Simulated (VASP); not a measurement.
# LuBeSi4 (P6/mmm) in VASP: notebook

The runs below take LuBeSi4 through relaxation of cell and atoms, single point, with PBE.

Everything below comes from runs of VASP 6.6.1. Logs are shortened: lines on timing, memory, paths and dates and some standing lists are left out, and cuts for length are marked.

### 1 The cell of the first run

The structure is hexagonal, space group P6/mmm (No. 191). The conventional cell has a = 4.124 Å, b = 4.124 Å, c = 7.587 Å, α = 90.00°, β = 90.00°, γ = 120.00°. Lu (site symmetry 6/mmm) has 8 Si at 2.19 to 2.38 Å within 2.9 Å. Be (site symmetry 6/mmm) has 2 Si at 1.60 Å within 2.1 Å. Si (site symmetry 6mm) has 1 Be at 1.60 Å within 2.1 Å. Within 3.1 Å of Si (site symmetry -6m2) lie 3 Si at 2.38 Å and 3 Lu at 2.38 Å.

The cell was generated, and may not be a known phase.

### 2 Relaxation of cell and atoms, PBE

File INCAR:

```
SYSTEM = LuBeSi4
PREC = Accurate
ENCUT = 600
EDIFF = 1E-6
ISMEAR = 0
SIGMA = 0.1
LREAL = .False.
LASPH = .True.
NELM = 100
ALGO = Normal
ISIF = 3
LWAVE = .False.
LCHARG = .False.
GGA = PE
IBRION = 2
NSW = 90
EDIFFG = -0.04
```

File KPOINTS:

```
Automatic mesh
0
Gamma
  6 6 2
  0 0 0
```

File POSCAR:

```
LuBeSi4
1.0
    4.1236800300      0.0000000000      0.0000000000
   -2.0618400200      3.5712116700      0.0000000000
    0.0000000000      0.0000000000      7.5865361400
Lu Be Si
1 1 4
Direct
    0.0000000000      0.0000000000      0.5000000000
    0.0000000000      0.0000000000      0.0000000000
    0.0000000000      0.0000000000      0.2107999200
    0.0000000000      0.0000000000      0.7892000800
    0.3333333300      0.6666666700      0.5000000000
    0.6666666700      0.3333333300      0.5000000000
```

Potentials or basis: VASP PAW PBE potentials, release 64 (Lu, Be, Si).

Started as:

```sh
> cat potpaw_PBE.64/Lu/POTCAR potpaw_PBE.64/Be/POTCAR potpaw_PBE.64/Si/POTCAR > POTCAR
> mpirun -np 1 vasp_std > vasp.out
```

OUTCAR:

```text
SYSTEM = LuBeSi4
   PREC = Accurate
   ENCUT = 600
   EDIFF = 1E-6
   ISMEAR = 0
   LREAL = .False.
   LASPH = .True.
   NELM = 100
   ISIF = 3
   GGA = PE
   IBRION = 2
   NSW = 90
   EDIFFG = -0.04

 ion  position               nearest neighbor table
   1  0.000  0.000  0.500-   3 2.19   4 2.19   5 2.38   6 2.38   6 2.38   5 2.38   6 2.38   5 2.38

   2  0.000  0.000  0.000-   3 1.60   4 1.60
   3  0.000  0.000  0.211-   2 1.60   1 2.19
   4  0.000  0.000  0.789-   2 1.60   1 2.19
   5  0.333  0.667  0.500-   6 2.38   1 2.38   6 2.38   1 2.38   1 2.38   6 2.38
   6  0.667  0.333  0.500-   5 2.38   1 2.38   5 2.38   1 2.38   1 2.38   5 2.38

  LATTYP: Found a hexagonal cell.
 ALAT       =     4.1236800300
 C/A-ratio  =     1.8397489827

  Lattice vectors:

 A1 = (   4.1236800300,   0.0000000000,   0.0000000000)
 A2 = (  -2.0618400200,   3.5712116700,   0.0000000000)
 A3 = (   0.0000000000,   0.0000000000,   7.5865361400)

Analysis of symmetry for initial positions (statically):
=====================================================================
 Subroutine PRICEL returns:
 Original cell was already a primitive cell.

 Routine SETGRP: Setting up the symmetry group for a
 hexagonal supercell.

 Subroutine GETGRP returns: Found 24 space group operations
 (whereof 24 operations were pure point group operations)
 out of a pool of 24 trial point group operations.

The static configuration has the point symmetry D_6h.

Analysis of symmetry for dynamics (positions and initial velocities):
=====================================================================
 Subroutine PRICEL returns:
 Original cell was already a primitive cell.

 Routine SETGRP: Setting up the symmetry group for a
 hexagonal supercell.

 Subroutine GETGRP returns: Found 24 space group operations
 (whereof 24 operations were pure point group operations)
 out of a pool of 24 trial point group operations.

The dynamic configuration has the point symmetry D_6h.

 Subroutine INISYM returns: Found 24 space group operations
 (whereof 24 operations are pure point group operations),
 and found     1 'primitive' translations

----------------------------------------------------------------------------------------

                                     Primitive cell

  volume of cell :     111.7234

  direct lattice vectors                    reciprocal lattice vectors
     4.123680030  0.000000000  0.000000000     0.242501841  0.140008503  0.000000000
    -2.061840020  3.571211670  0.000000000     0.000000000  0.280017006  0.000000000
     0.000000000  0.000000000  7.586536140     0.000000000  0.000000000  0.131812461

  length of vectors
     4.123680030  4.123680039  7.586536140     0.280017007  0.280017006  0.131812461
[... 78 lines left out ...]
   EDIFF  = 0.1E-05   stopping-criterion for ELM
   LREAL  =      F    real-space projection
   EDIFFG = -.4E-01   stopping-criterion for IOM
   NSW    =     90    number of steps for IOM
   IBRION =      2    ionic relax: 0-MD 1-quasi-New 2-CG
   NFREE  =      1    steps in history (QN), initial steepest desc. (CG)
   ISIF   =      3    stress and relaxation
   ISYM   =      2    0-nonsym 1-usesym 2-fastsym
   POTIM  = 0.5000    time-step for ionic-motion
   TEBEG  =    0.0;   TEEND  =   0.0 temperature during run
   PSTRESS=    0.0 pullay stress
   NELECT =      43.0000    total number of electrons
   NUPDOWN=      -1.0000    fix difference up-down
   EMIN   =  10.00;   EMAX   =-10.00  energy-range for DOS
   EFERMI =   0.00;   METHOD = LEGACY
   ISMEAR =     0;   SIGMA  =   0.10  broadening in eV -4-tet -1-fermi 0-gaus
   EFERMI_NEDOS =   21; number of points for ismear=-14 and -15
   IALGO  =     38    algorithm
   IMIX   =      4    mixing-type and parameters
     AMIX     =   0.40;   BMIX     =  1.00
     AMIX_MAG =   1.60;   BMIX_MAG =  1.00
  volume/ion in A,a.u.               =      18.62       125.66
  Fermi-wavevector in a.u.,A,eV,Ry     =   1.190830  2.250342 19.294084  1.418075
  Thomas-Fermi vector in A             =   2.326905
   LORBIT       =      0    0 simple, 1 ext, 2 COOP (PROOUT), +10 PAW based schemes
   GGA     = PE    functional components
   LHFCALC =     F    Hartree Fock is set to
   AEXX    =    0.0000 exact exchange contribution
   IVDW    =     0    specifies the selected vdW correction
   LEPSILON=     F    determine dielectric tensor
   LRPA    =     F    only Hartree local field effects (RPA)
 conjugate gradient relaxation of ions
 non-spin polarized calculation
 Gauss-broadening in eV      SIGMA  =   0.10
  energy-cutoff  :      600.00
  volume of cell :      111.72
 maximum number of plane-waves:      3756
 NGX is ok and might be reduce to    36
   NGX = 17   NGY = 17   NGZ = 31

--------------------------------------- Ionic step        1  -------------------------------------------

 number of electron      42.9999999 magnetization

 Free energy of the ion-electron system (eV)
  ---------------------------------------------------
  ext. energy  EPLUGINS =         0.00000000
  ---------------------------------------------------
  free energy    TOTEN  =       -13.29139360 eV

  energy without entropy =      -13.27012825  energy(sigma->0) =      -13.28076092

 E-fermi :   4.4196     XC(G=0):  -9.6125

 val. band max:        4.3752174450   @ k =   0.3333   0.1667   0.5000
 cond. band min:       4.4497255122   @ k =   0.3333   0.3333   0.5000
 fundamental gap:      0.0745080672
 Fermi energy:         4.4195884600

 k-point     1 :       0.0000    0.0000    0.0000
  band No.  band energies     occupation
      1     -50.3746      2.00000
      2     -21.5686      2.00000
      3     -21.5686      2.00000
      4     -21.5634      2.00000
      5      -7.8227      2.00000
      6      -3.4657      2.00000
[... 494 lines left out ...]
  FREE ENERGIE OF THE ION-ELECTRON SYSTEM (eV)
  ---------------------------------------------------
  free  energy   TOTEN  =       -21.6504022694 eV

  energy  without entropy=      -21.6335894498  energy(sigma->0) =      -21.64199586

[... ionic steps 4 to 10 ...]

--------------------------------------- Ionic step       11  -------------------------------------------

 number of electron      42.9999987 magnetization

------------------------ aborting loop because EDIFF is reached ----------------------------------------
[... 75 lines left out ...]
--------------------------------------- Ionic step       13  -------------------------------------------

 number of electron      42.9999990 magnetization

 Free energy of the ion-electron system (eV)
  ---------------------------------------------------
  ext. energy  EPLUGINS =         0.00000000
  ---------------------------------------------------
  free energy    TOTEN  =       -22.66613569 eV

  energy without entropy =      -22.63188563  energy(sigma->0) =      -22.64901066

 E-fermi :   1.2798     XC(G=0):  -7.5438

 val. band max:        1.2651308914   @ k =   0.5000   0.0000   0.5000
 cond. band min:       1.3103626122   @ k =   0.0000   0.0000   0.5000
 fundamental gap:      0.0452317208
 Fermi energy:         1.2798048346

 k-point     1 :       0.0000    0.0000    0.0000
  band No.  band energies     occupation
      1     -54.0612      2.00000
      2     -24.8952      2.00000
      3     -24.8952      2.00000
      4     -24.6985      2.00000
      5      -8.5860      2.00000
      6      -5.7939      2.00000
[... 414 lines left out ...]
  FREE ENERGIE OF THE ION-ELECTRON SYSTEM (eV)
  ---------------------------------------------------
  free  energy   TOTEN  =       -22.6661356884 eV

  energy  without entropy=      -22.6318856341  energy(sigma->0) =      -22.64901066

 reached required accuracy - stopping structural energy minimisation
```

OSZICAR:

```text
N       E                     dE             d eps       ncg     rms          rms(c)
DAV:   1     0.295172150301E+03    0.29517E+03   -0.19789E+04   916   0.471E+03
DAV:   2     0.175934997767E+02   -0.27758E+03   -0.27355E+03   828   0.624E+02
DAV:   3    -0.146289358699E+02   -0.32222E+02   -0.31677E+02  1100   0.126E+02
[... 203 lines left out ...]
DAV:   4    -0.226660966730E+02   -0.31602E-05   -0.63027E-04  1083   0.352E-01    0.325E-02
DAV:   5    -0.226661151960E+02   -0.18523E-04   -0.87132E-05  1178   0.874E-02    0.233E-02
DAV:   6    -0.226661359886E+02   -0.20793E-04   -0.76775E-05  1265   0.112E-01    0.172E-02
DAV:   7    -0.226661356859E+02    0.30272E-06   -0.28756E-05   963   0.109E-01    0.247E-03
DAV:   8    -0.226661356884E+02   -0.24429E-08   -0.35091E-06   624   0.160E-02
  13 F= -.22666136E+02 E0= -.22649011E+02  d E =-.680746E-02
```

CONTCAR:

```text
LuBeSi4
   1.00000000000000
     4.8480480213291282   -0.0000000011188069   -0.0000000000000000
    -2.4240240175117820    4.1985327566483290    0.0000000000000000
    -0.0000000000000000   -0.0000000000000000    9.5095532638096554
  Lu              Be              Si
     1     1     4
Direct
     0.0000000000000000    0.0000000000000000    0.5000000000000000
     0.0000000000000000    0.0000000000000000    0.0000000000000000
     0.0000000000000000    0.0000000000000000    0.2251723487959688
     0.0000000000000000    0.0000000000000000    0.7748276512040309
     0.3333333300000021    0.6666666699999979    0.5000000000000000
     0.6666666699999979    0.3333333300000021    0.5000000000000000

  0.00000000E+00  0.00000000E+00  0.00000000E+00
  0.00000000E+00  0.00000000E+00  0.00000000E+00
  0.00000000E+00  0.00000000E+00  0.00000000E+00
  0.00000000E+00  0.00000000E+00  0.00000000E+00
  0.00000000E+00  0.00000000E+00  0.00000000E+00
  0.00000000E+00  0.00000000E+00  0.00000000E+00
```

Wall time 8.4 min (1 thread of AMD EPYC 9R45 (Zen 5), shared host); peak memory 0.3 GiB.

Results:

```
Free energy                           : -22.6661 eV
Relaxed volume                        : 32.26 Å³/atom
Relaxed cell                          : a = 4.848 Å, b = 4.848 Å, c = 9.510 Å, α = 90.00°, β = 90.00°, γ = 120.00°
Space group after relaxing (to 0.1 Å) : P6/mmm (No. 191)
Energy gained by relaxing             : 1562.5 meV/atom
Ionic steps                           : 13
Pressure after relaxing               : 0.1 GPa
Largest force after relaxing          : 0.020 eV/Å
Band gap on the k mesh                : zero (an odd number of electrons rules out a gap without spin polarisation)
```

Forces on the atoms (eV/Å):
```
Lu   0.000  0.000  0.000
Be   0.000  0.000  0.000
Si   0.000  0.000  0.020
Si   0.000  0.000 -0.020
Si   0.000  0.000  0.000
Si   0.000  0.000  0.000
```

Step by step:
```
step  energy change (eV)  largest force (eV/Å)  pressure (GPa)  volume (Å³)
   1              0.0000                7.7255           46.45       111.72
   2             -7.2305                1.1647           -2.22       218.73
   3             -8.3590                2.3615            4.97       165.86
   4             -8.3587                2.3058            3.34       172.31
   5             -8.3674                2.3367            3.93       169.70
   6             -9.0936                1.1909            0.09       189.74
   7             -9.2181                0.6491           -1.60       202.02
   8             -9.3677                0.2067            0.03       194.97
   9             -9.3679                0.2356           -0.15       195.32
  10             -9.3679                0.2245           -0.14       195.18
  11             -9.3742                0.0517           -0.06       194.05
  12             -9.3745                0.0525            0.03       193.34
  13             -9.3747                0.0201            0.08       193.56
```

Final structure:
```
Lu Be Si
1.0
     4.84805    0.00000    0.00000
    -2.42402    4.19853    0.00000
     0.00000    0.00000    9.50955
Lu Be Si
1 1 4
Cartesian
  0.0000 0.0000 4.7548
  0.0000 0.0000 0.0000
  0.0000 0.0000 2.1413
  0.0000 0.0000 7.3683
  0.0000 2.7990 4.7548
  2.4240 1.3995 4.7548
```

Caveat: the k points lie up to 0.33 Å⁻¹ apart in the final cell, too coarse for converged energies and pressures of a metal; the volume moved by over 15 % at a fixed basis, so the end points are rough; spin-orbit coupling is left out, which moves the levels of the heavy elements.

### 3 Single point, PBE

This run uses another cell than the first one, of 31.89 Å³/atom.

File INCAR:

```
  ALGO = Normal
  EDIFF = 1E-6
  ENCUT = 520
  GGA = PE
  ISIF = 2
  ISMEAR = 0
  LASPH = True
  LCHARG = True
  LELF = True
  LREAL = False
  LVHAR = True
  LWAVE = False
  NBANDS = 30
  NELM = 60
  PREC = Accurate
  SIGMA = 0.1
```

File KPOINTS:

```
k-points
0
Gamma
  12 12 4
```

File POSCAR:

```
LuBeSi4
1.0
    4.8155107693      0.0000000000      0.0000000000
   -2.4077553847      4.1703546584      0.0000000000
    0.0000000000      0.0000000000      9.5277926054
Lu Be Si
1 1 4
Direct
    0.0000000000      0.0000000000      0.5000000000
    0.0000000000      0.0000000000      0.0000000000
    0.0000000000      0.0000000000      0.2247186457
    0.0000000000      0.0000000000      0.7752813543
    0.3333333333      0.6666666667      0.5000000000
    0.6666666667      0.3333333333      0.5000000000
```

Potentials or basis: VASP PAW PBE potentials, release 64 (Lu, Be, Si).

Started as:

```sh
> cat potpaw_PBE.64/Lu/POTCAR potpaw_PBE.64/Be/POTCAR potpaw_PBE.64/Si/POTCAR > POTCAR
> mpirun -np 1 vasp_std > vasp.out
```

It took 3.1 min on 1 thread of AMD EPYC 9R45 (Zen 5), shared host; peak memory 0.48 GiB.

The run converged. Its results:

```yaml
Free_energy: -22.7217 eV
Pressure: 0.1 GPa
Largest_force: 0.026 eV/Å
Band_gap_on_the_k_mesh: zero (an odd number of electrons rules out a gap without spin polarisation)
```

Forces in eV/Å, atoms in the order of the input:
```
Lu   0.000  0.000  0.000
Be   0.000  0.000  0.000
Si   0.000  0.000 -0.026
Si   0.000  0.000  0.026
Si   0.000  0.000  0.000
Si   0.000  0.000  0.000
```

Levels at points of the mesh, in eV from the Fermi level:
```csv
k point,band 19,band 20,band 21,band 22,band 23,band 24
"(0.00, 0.00, 0.00)",-2.23,0.26,0.26,0.48,0.48,0.96
"(0.50, 0.00, 0.00)",-1.31,-0.92,-0.89,-0.01,0.42,0.74
"(0.00, 0.00, 0.50)",-1.67,0.09,0.13,0.13,0.60,0.60
"(0.50, 0.00, 0.50)",-1.82,-0.95,-0.33,0.03,0.09,0.74
```

Caveat: spin-orbit coupling is left out, which moves the levels of the heavy elements.

The gap in the log of VASP goes by the Fermi energy; the results here count the filled bands.